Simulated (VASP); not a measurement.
# Nd2ScCl2 (P4/mmm) in VASP: a series of runs

Runs on Nd2ScCl2. Level: PBE. Tasks: single point, relaxation of cell and atoms.

Everything below comes from runs of VASP 6.6.1. Logs are shortened: lines on timing, memory, paths and dates and some standing lists are left out, and cuts for length are marked.

## Step 1: The cell of the first run

Symmetry: P4/mmm, No. 123, tetragonal system. The conventional cell has a = 5.940 Å, b = 5.940 Å, c = 9.128 Å, α = 90.00°, β = 90.00°, γ = 90.00°. Nd (site symmetry mmm) has 2 Sc at 2.97 Å and 4 Cl at 3.81 Å within 3.9 Å. Sc (site symmetry 4/mmm) has 2 Cl at 2.39 Å and 4 Nd at 2.97 Å within 3.2 Å. Cl (site symmetry 4mm) has 1 Sc at 2.39 Å within 3.2 Å.

## Step 2: Single point, PBE

Input file INCAR:

```
SYSTEM = Nd2ScCl2
PREC = Accurate
ENCUT = 500
EDIFF = 1E-6
ISMEAR = 0
SIGMA = 0.1
LREAL = .False.
LASPH = .True.
NELM = 200
ALGO = Normal
ISIF = 2
LWAVE = .False.
LCHARG = .False.
GGA = PE
NBANDS = 32
GGA_COMPAT = .False.
LMAXMIX = 6
```

Input file KPOINTS:

```
regular mesh
0
Gamma
  6 6 4
  0 0 0
```

Input file POSCAR:

```
Nd2ScCl2
1.0
    5.9397075365      0.0000000000      0.0000000000
    0.0000000000      5.9397075365      0.0000000000
    0.0000000000      0.0000000000      9.1276390094
Nd Sc Cl
2 1 2
Direct
    0.0000000000      0.5000000000      0.0000000000
    0.5000000000      0.0000000000      0.0000000000
    0.5000000000      0.5000000000      0.0000000000
    0.5000000000      0.5000000000      0.7382006544
    0.5000000000      0.5000000000      0.2617993456
```

Potentials or basis: VASP PAW PBE potentials, release 64 (Nd_3, Sc_sv, Cl), 4f in core.

On the command line:

```
$ cat potpaw_PBE.64/Nd_3/POTCAR potpaw_PBE.64/Sc_sv/POTCAR potpaw_PBE.64/Cl/POTCAR > POTCAR
$ mpirun -np 1 vasp_std > vasp.out
```

OUTCAR:

```text
SYSTEM = Nd2ScCl2
   PREC = Accurate
   ENCUT = 500
   EDIFF = 1E-6
   ISMEAR = 0
   LREAL = .False.
   LASPH = .True.
   NELM = 200
   ISIF = 2
   GGA = PE

 ion  position               nearest neighbor table
   1  0.000  0.500  0.000-   3 2.97   3 2.97
   2  0.500  0.000  0.000-   3 2.97   3 2.97
   3  0.500  0.500  0.000-   4 2.39   5 2.39   1 2.97   2 2.97   2 2.97   1 2.97
   4  0.500  0.500  0.738-   3 2.39
   5  0.500  0.500  0.262-   3 2.39

  LATTYP: Found a simple tetragonal cell.
 ALAT       =     5.9397075365
 C/A-ratio  =     1.5367152260

  Lattice vectors:

 A1 = (   5.9397075365,   0.0000000000,   0.0000000000)
 A2 = (   0.0000000000,   5.9397075365,   0.0000000000)
 A3 = (   0.0000000000,   0.0000000000,   9.1276390094)

Analysis of symmetry for initial positions (statically):
=====================================================================
 Subroutine PRICEL returns:
 Original cell was already a primitive cell.

 Routine SETGRP: Setting up the symmetry group for a
 simple tetragonal supercell.

 Subroutine GETGRP returns: Found 16 space group operations
 (whereof 16 operations were pure point group operations)
 out of a pool of 16 trial point group operations.

The static configuration has the point symmetry D_4h.

Analysis of symmetry for dynamics (positions and initial velocities):
=====================================================================
 Subroutine PRICEL returns:
 Original cell was already a primitive cell.

 Routine SETGRP: Setting up the symmetry group for a
 simple tetragonal supercell.

 Subroutine GETGRP returns: Found 16 space group operations
 (whereof 16 operations were pure point group operations)
 out of a pool of 16 trial point group operations.

The dynamic configuration has the point symmetry D_4h.

 Subroutine INISYM returns: Found 16 space group operations
 (whereof 16 operations are pure point group operations),
 and found     1 'primitive' translations

----------------------------------------------------------------------------------------

                                     Primitive cell

  volume of cell :     322.0243

  direct lattice vectors                    reciprocal lattice vectors
     5.939707537  0.000000000  0.000000000     0.168358458  0.000000000  0.000000000
     0.000000000  5.939707537  0.000000000     0.000000000  0.168358458  0.000000000
     0.000000000  0.000000000  9.127639009     0.000000000  0.000000000  0.109557356

  length of vectors
     5.939707537  5.939707537  9.127639009     0.168358458  0.168358458  0.109557356

  position of ions in fractional coordinates (direct lattice)
     0.000000000  0.500000000  0.000000000
     0.500000000  0.000000000  0.000000000
     0.500000000  0.500000000  0.000000000
     0.500000000  0.500000000  0.738200654
     0.500000000  0.500000000  0.261799346

  ion indices of the primitive-cell ions
   primitive index   ion index
                 1           1
                 2           2
                 3           3
                 4           4
                 5           5

----------------------------------------------------------------------------------------

 KPOINTS: regular mesh

Automatic generation of k-mesh.
 Grid dimensions read from file:
 generate k-points for:    6    6    4

 Generating k-lattice:

  Cartesian coordinates                     Fractional coordinates (reciprocal lattice)
     0.028059743  0.000000000  0.000000000     0.166666667  0.000000000  0.000000000
     0.000000000  0.028059743  0.000000000     0.000000000  0.166666667  0.000000000
     0.000000000  0.000000000  0.027389339     0.000000000  0.000000000  0.250000000

  Length of vectors
     0.028059743  0.028059743  0.027389339

  Shift w.r.t. Gamma in fractional coordinates (k-lattice)
     0.000000000  0.000000000  0.000000000

 Subroutine IBZKPT returns following result:
 ===========================================

 Found     30 irreducible k-points:

 Following reciprocal coordinates:
            Coordinates               Weight
  0.000000  0.000000  0.000000      1.000000
  0.166667  0.000000  0.000000      4.000000
  0.333333  0.000000  0.000000      4.000000
  0.500000  0.000000  0.000000      2.000000
  0.166667  0.166667  0.000000      4.000000
  0.333333  0.166667  0.000000      8.000000
[... 16 lines left out ...]
  0.333333  0.000000  0.500000      4.000000
  0.500000  0.000000  0.500000      2.000000
 [... further k-points ...]
   k-points           NKPTS =     30   k-points in BZ     NKDIM =     30   number of bands    NBANDS=     32
   number of dos      NEDOS =    301   number of ions     NIONS =      5
   total plane-waves  NPLWV = 161280
   dimension x,y,z NGX =    48 NGY =   48 NGZ =   70
   dimension x,y,z NGXF=    96 NGYF=   96 NGZF=  140
   ions per type =               2   1   2
   NGX,Y,Z   is equivalent  to a cutoff of  13.43, 13.43, 12.75 a.u.
   NGXF,Y,Z  is equivalent  to a cutoff of  26.87, 26.87, 25.50 a.u.
 SYSTEM =  Nd2ScCl2
   PREC   = accura    normal or accurate (medium, high low for compatibility)
   ISTART =      0    job   : 0-new  1-cont  2-samecut
   ICHARG =      2    charge: 1-file 2-atom 10-const
   ISPIN  =      1    spin polarized calculation?
   LNONCOLLINEAR =      F non collinear calculations
   LSORBIT =      F    spin-orbit coupling
   LASPH  =      T    aspherical Exc in radial PAW
   ENCUT  =  500.0 eV  36.75 Ry    6.06 a.u.  10.83 10.83 16.64*2*pi/ulx,y,z
   NELM   =    200;   NELMIN=  2; NELMDL= -5     # of ELM steps
   EDIFF  = 0.1E-05   stopping-criterion for ELM
   LREAL  =      F    real-space projection
   EDIFFG = 0.1E-04   stopping-criterion for IOM
   NSW    =      0    number of steps for IOM
   IBRION =     -1    ionic relax: 0-MD 1-quasi-New 2-CG
   NFREE  =      0    steps in history (QN), initial steepest desc. (CG)
   ISIF   =      2    stress and relaxation
   ISYM   =      2    0-nonsym 1-usesym 2-fastsym
   POTIM  = 0.5000    time-step for ionic-motion
   TEBEG  =    0.0;   TEEND  =   0.0 temperature during run
   PSTRESS=    0.0 pullay stress
   NELECT =      47.0000    total number of electrons
   NUPDOWN=      -1.0000    fix difference up-down
   EMIN   =  10.00;   EMAX   =-10.00  energy-range for DOS
   EFERMI =   0.00;   METHOD = LEGACY
   ISMEAR =     0;   SIGMA  =   0.10  broadening in eV -4-tet -1-fermi 0-gaus
   EFERMI_NEDOS =   21; number of points for ismear=-14 and -15
   IALGO  =     38    algorithm
   IMIX   =      4    mixing-type and parameters
     AMIX     =   0.40;   BMIX     =  1.00
     AMIX_MAG =   1.60;   BMIX_MAG =  1.00
  volume/ion in A,a.u.               =      64.40       434.63
  Fermi-wavevector in a.u.,A,eV,Ry     =   0.861942  1.628834 10.108361  0.742944
  Thomas-Fermi vector in A             =   1.979670
   LORBIT       =      0    0 simple, 1 ext, 2 COOP (PROOUT), +10 PAW based schemes
   GGA     = PE    functional components
   LHFCALC =     F    Hartree Fock is set to
   AEXX    =    0.0000 exact exchange contribution
   IVDW    =     0    specifies the selected vdW correction
   LEPSILON=     F    determine dielectric tensor
   LRPA    =     F    only Hartree local field effects (RPA)
 non-spin polarized calculation
 Gauss-broadening in eV      SIGMA  =   0.10
  energy-cutoff  :      500.00
  volume of cell :      322.02
 maximum number of plane-waves:      8216
 NGX is ok and might be reduce to    48
   NGX = 21   NGY = 21   NGZ = 33

 number of electron      46.9999994 magnetization

 Free energy of the ion-electron system (eV)
  ---------------------------------------------------
  ext. energy  EPLUGINS =         0.00000000
  ---------------------------------------------------
  free energy    TOTEN  =       -19.95064988 eV

  energy without entropy =      -19.90298731  energy(sigma->0) =      -19.92681860

 E-fermi :   0.0758     XC(G=0):  -5.5088

 val. band max:        0.0644068803   @ k =   0.5000   0.3333   0.0000
 cond. band min:       0.0953041320   @ k =   0.3333   0.1667   0.0000
 fundamental gap:      0.0308972517
 Fermi energy:         0.0758149885

 k-point     1 :       0.0000    0.0000    0.0000
  band No.  band energies     occupation
      1     -49.0758      2.00000
      2     -39.3501      2.00000
      3     -39.3390      2.00000
      4     -28.0140      2.00000
      5     -27.7940      2.00000
      6     -27.7940      2.00000
[... 24 lines left out ...]
     31       1.6457      0.00000
     32       2.8824      0.00000

 k-point     2 :       0.1667    0.0000    0.0000
  band No.  band energies     occupation
      1     -49.0757      2.00000
      2     -39.3497      2.00000
      3     -39.3400      2.00000
      4     -28.0139      2.00000
      5     -27.7939      2.00000
      6     -27.7860      2.00000
[... 24 lines left out ...]
     31       2.0153      0.00000
     32       2.0757      0.00000

 k-point     3 :       0.3333    0.0000    0.0000
  band No.  band energies     occupation
      1     -49.0756      2.00000
      2     -39.3485      2.00000
      3     -39.3426      2.00000
      4     -28.0138      2.00000
      5     -27.7938      2.00000
      6     -27.7698      2.00000
[... 24 lines left out ...]
     31       1.1105      0.00000
     32       1.3909      0.00000

 k-point     4 :       0.5000    0.0000    0.0000
  band No.  band energies     occupation
      1     -49.0755      2.00000
      2     -39.3472      2.00000
      3     -39.3445      2.00000
      4     -28.0137      2.00000
      5     -27.7937      2.00000
      6     -27.7616      2.00000
[... 24 lines left out ...]
     31       1.0258      0.00000
     32       1.2468      0.00000

 k-point     5 :       0.1667    0.1667    0.0000
  band No.  band energies     occupation
      1     -49.0756      2.00000
      2     -39.3494      2.00000
      3     -39.3410      2.00000
      4     -28.0138      2.00000
      5     -27.7859      2.00000
      6     -27.7859      2.00000
[... 584 lines left out ...]
     31       1.4189      0.00000
     32       2.8942      0.00000

 k-point    22 :       0.1667    0.0000    0.5000
  band No.  band energies     occupation
      1     -49.0757      2.00000
      2     -39.3497      2.00000
      3     -39.3400      2.00000
      4     -28.0139      2.00000
      5     -27.7939      2.00000
      6     -27.7860      2.00000
[... 24 lines left out ...]
     31       1.7956      0.00000
     32       2.0208      0.00000

 k-point    23 :       0.3333    0.0000    0.5000
  band No.  band energies     occupation
      1     -49.0756      2.00000
      2     -39.3485      2.00000
      3     -39.3426      2.00000
      4     -28.0138      2.00000
      5     -27.7938      2.00000
      6     -27.7698      2.00000
[... 24 lines left out ...]
     31       1.1276      0.00000
     32       1.3944      0.00000

 k-point    24 :       0.5000    0.0000    0.5000
  band No.  band energies     occupation
      1     -49.0755      2.00000
      2     -39.3472      2.00000
      3     -39.3445      2.00000
      4     -28.0137      2.00000
      5     -27.7937      2.00000
      6     -27.7616      2.00000
[... 24 lines left out ...]
     31       1.0407      0.00000
     32       1.2572      0.00000

 [... further k-points ...]

------------------------ aborting loop because EDIFF is reached ----------------------------------------

  FORCE on cell =-STRESS in cart. coord.  units (eV):
  Direction    XX          YY          ZZ          XY          YZ          ZX
  --------------------------------------------------------------------------------------
  -------------------------------------------------------------------------------------
  Total        0.0285504      0.0285504      0.1008558      0.0000000     -0.0000000      0.0000000
  in kB        0.1420479      0.1420479      0.5017910      0.0000000     -0.0000000      0.0000000
  external PRESSURE =       0.2619622 kB  Pullay stress =       0.0000000 kB

 VOLUME and BASIS-vectors are now :
 -----------------------------------------------------------------------------
  energy-cutoff  :      500.00
  volume of cell :      322.02
      direct lattice vectors                 reciprocal lattice vectors
     5.939707537  0.000000000  0.000000000     0.168358458  0.000000000  0.000000000
     0.000000000  5.939707537  0.000000000     0.000000000  0.168358458  0.000000000
     0.000000000  0.000000000  9.127639009     0.000000000  0.000000000  0.109557356

 POSITION                                       TOTAL-FORCE (eV/Angst)
 -----------------------------------------------------------------------------------
      0.00000      2.96985      0.00000         0.000000      0.000000      0.000000
      2.96985      0.00000      0.00000         0.000000      0.000000      0.000000
      2.96985      2.96985      0.00000         0.000000      0.000000      0.000000
      2.96985      2.96985      6.73803         0.000000     -0.000000     -0.029298
      2.96985      2.96985      2.38961        -0.000000      0.000000      0.029298
 -----------------------------------------------------------------------------------
    total drift:                                0.000000      0.000000      0.000000

  FREE ENERGIE OF THE ION-ELECTRON SYSTEM (eV)
  ---------------------------------------------------
  free  energy   TOTEN  =       -19.9506498842 eV

  energy  without entropy=      -19.9029873107  energy(sigma->0) =      -19.92681860
```

Run time: 3.1 min. Hardware: 1 thread of Intel Xeon 6975P-C (Granite Rapids), shared host; peak memory 0.59 GiB.

What came out:

```
Free energy            : -19.9506 eV
Pressure               : 0.0 GPa
Largest force          : 0.029 eV/Å
Band gap on the k mesh : zero (an odd number of electrons rules out a gap without spin polarisation)
```

Forces on the atoms (eV/Å):
```
Nd   0.000  0.000  0.000
Nd   0.000  0.000  0.000
Sc   0.000  0.000  0.000
Cl   0.000  0.000 -0.029
Cl   0.000  0.000  0.029
```

Caveat: spin-orbit coupling is left out, which moves the levels of the heavy elements; this functional lacks dispersion, which binds layers or chains, so the pressure and a relaxed spacing across them are unreliable; the 4f electrons are frozen in the core, so they carry no moment and show no levels; the run has no spin polarisation, though such a crystal can be magnetic.

## Step 3: Relaxation of cell and atoms, PBE

This run uses another cell than the first one, of 31.94 Å³/atom.

Input file INCAR:

```
PREC = Accurate
ENCUT = 500
EDIFF = 1E-7
ISMEAR = 0
SIGMA = 0.1
LREAL = F
LASPH = T
NELM = 200
ALGO = Normal
ISIF = 3
LWAVE = F
LCHARG = F
GGA = PE
IBRION = 2
NSW = 90
EDIFFG = -0.04
GGA_COMPAT = F
NELMIN = 4
LMAXMIX = 6
```

Input file KPOINTS:

```
regular mesh
0
Gamma
  4 4 4
```

Input file POSCAR:

```
Nd2ScCl2
1.0
    4.9797492700      0.0000000000      0.0000000000
    0.0000000000      4.9797492700      0.0000000000
    0.0000000000      0.0000000000      6.4402643500
Nd Sc Cl
2 1 2
Direct
    0.0000000000      0.5000000000      0.0000000000
    0.5000000000      0.0000000000      0.0000000000
    0.5000000000      0.5000000000      0.0000000000
    0.5000000000      0.5000000000      0.6724774500
    0.5000000000      0.5000000000      0.3275225500
```

Potentials or basis: VASP PAW PBE potentials, release 64 (Nd_3, Sc_sv, Cl), 4f in core.

On the command line:

```
$ cat potpaw_PBE.64/Nd_3/POTCAR potpaw_PBE.64/Sc_sv/POTCAR potpaw_PBE.64/Cl/POTCAR > POTCAR
$ mpirun -np 1 vasp_std > vasp.out
```

It took 9.6 min on 1 thread of Intel Xeon 6975P-C (Granite Rapids), shared host; peak memory 0.29 GiB.

It converged, with:

```yaml
Free_energy: -19.9251 eV
Relaxed_volume: 60.65 Å³/atom
Relaxed_cell: a = 5.956 Å, b = 5.956 Å, c = 8.549 Å, α = 90.00°, β = 90.00°, γ = 90.00°
Space_group_after_relaxing_to_0.1_Å: P4/mmm (No. 123)
Energy_gained_by_relaxing: 1188.4 meV/atom
Ionic_steps: 19
Pressure_after_relaxing: 0.0 GPa
Band_gap_on_the_k_mesh: zero (an odd number of electrons rules out a gap without spin polarisation)
```

Step by step:
| step | energy change (eV) | largest force (eV/Å) | pressure (GPa) | volume (Å³) |
| --- | --- | --- | --- | --- |
| 1 | 0.0000 | 0.4466 | 21.79 | 159.71 |
| 2 | -4.3192 | 2.1578 | -0.61 | 278.25 |
| 3 | -4.6490 | 1.9928 | 2.16 | 230.92 |
| 4 | -4.6661 | 2.0296 | 1.60 | 237.32 |
| 5 | -5.5208 | 1.4439 | 0.59 | 263.08 |
| 6 | -5.1537 | 1.8601 | -0.01 | 330.74 |
| 7 | -5.8398 | 0.6069 | -0.19 | 288.25 |
| 8 | -5.8416 | 0.5289 | -0.22 | 289.99 |
| 9 | -5.8780 | 0.2388 | 0.07 | 287.61 |
| 10 | -5.8934 | 0.1111 | 0.46 | 284.78 |
| 11 | -5.9148 | 0.0420 | 0.32 | 287.51 |
| 12 | -5.9214 | 0.2647 | 0.15 | 291.62 |
| 13 | -5.9225 | 0.2053 | 0.19 | 290.52 |
| 14 | -5.9302 | 0.1692 | 0.10 | 293.97 |
| 15 | -5.9391 | 0.0802 | -0.09 | 302.92 |
| 16 | -5.9391 | 0.0732 | -0.11 | 303.70 |
| 17 | -5.9408 | 0.0011 | -0.02 | 303.28 |
| 18 | -5.9411 | 0.0425 | 0.04 | 303.02 |
| 19 | -5.9422 | 0.0015 | 0.04 | 303.25 |

Final structure:
```cif
data_structure
_symmetry_space_group_name_H-M 'P 1'
_symmetry_Int_Tables_number 1
_cell_length_a 5.9558
_cell_length_b 5.9558
_cell_length_c 8.5491
_cell_angle_alpha 90.000
_cell_angle_beta 90.000
_cell_angle_gamma 90.000
_cell_volume 303.25
loop_
_atom_site_label
_atom_site_type_symbol
_atom_site_fract_x
_atom_site_fract_y
_atom_site_fract_z
_atom_site_occupancy
Nd1 Nd 0.00000 0.50000 0.00000 1
Nd2 Nd 0.50000 0.00000 0.00000 1
Sc1 Sc 0.50000 0.50000 0.00000 1
Cl1 Cl 0.50000 0.50000 0.72060 1
Cl2 Cl 0.50000 0.50000 0.27940 1
```

Levels at points of the mesh, in eV from the Fermi level:
```
           k point  band 19  band 20  band 21  band 22  band 23  band 24  band 25  band 26  band 27  band 28
(0.00, 0.00, 0.00)    -4.43    -4.14    -2.41    -1.42    -0.72    -0.46     0.22     0.22     0.43     1.01
(0.50, 0.00, 0.00)    -4.44    -4.18    -1.46    -0.58    -0.54     0.42     0.48     0.59     0.64     0.74
(0.50, 0.50, 0.00)    -4.55    -4.22    -0.66    -0.66    -0.01     0.26     0.48     0.92     0.99     0.99
(0.00, 0.00, 0.50)    -4.36    -4.36    -2.36    -1.42    -0.70    -0.46     0.18     0.18     0.57     1.06
(0.50, 0.00, 0.50)    -4.53    -4.36    -1.44    -0.58    -0.53     0.37     0.56     0.60     0.61     0.74
(0.50, 0.50, 0.50)    -4.54    -4.54    -0.64    -0.64    -0.04     0.29     0.40     0.93     1.03     1.03
```

Caveat: the volume moved by over 15 % at a fixed basis, so the end points are rough; spin-orbit coupling is left out, which moves the levels of the heavy elements; this functional lacks dispersion, which binds layers or chains, so the pressure and a relaxed spacing across them are unreliable; the 4f electrons are frozen in the core, so they carry no moment and show no levels; the run has no spin polarisation, though such a crystal can be magnetic. With open d or f shells a metallic result of PBE can be an artefact of self-interaction; +U or a hybrid may open a gap.

The gap in the log of VASP goes by the Fermi energy; the results here count the filled bands.